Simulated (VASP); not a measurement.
Pd, 1 atom in the cell. It takes space group Fm-3m (No. 225, cubic). Conventional cell: a = 3.624 Å, b = 3.624 Å, c = 3.624 Å, α = 90.00°, β = 90.00°, γ = 90.00°. Pd (site symmetry m-3m) has 12 Pd at 2.56 Å within 3.4 Å.  This cell differs from its parent crystal: volume scaled by 0.84.

- Program: VASP 6.6.1
- Task: single point
- Functional: LDA
- Potentials or basis: VASP PAW LDA potentials, release 64 (Pd)
- Cutoff: 520 eV
- k mesh: 17 × 17 × 17
- Occupations: fermi-dirac, width 0.1 eV
- Spin: no spin polarisation
- Dipole correction: no
- Further INCAR settings: ALGO = Normal; EDIFF = 1e-06; NBANDS = 11

Potentials or basis: VASP PAW LDA potentials, release 64 (Pd).

The run is started by

```console
$ cat potpaw_LDA.64/Pd/POTCAR > POTCAR
$ mpirun -np 1 vasp_std > vasp.out
```

Hardware: 1 thread of Intel(R) Xeon(R) 6975P-C (Granite Rapids) (shared host).

Estimate the wall time of this run.

It took 10 s on 1 thread of Intel(R) Xeon(R) 6975P-C (Granite Rapids) (shared host), peak memory 0.13 GiB. Counts: scf iterations 11, k points 165.
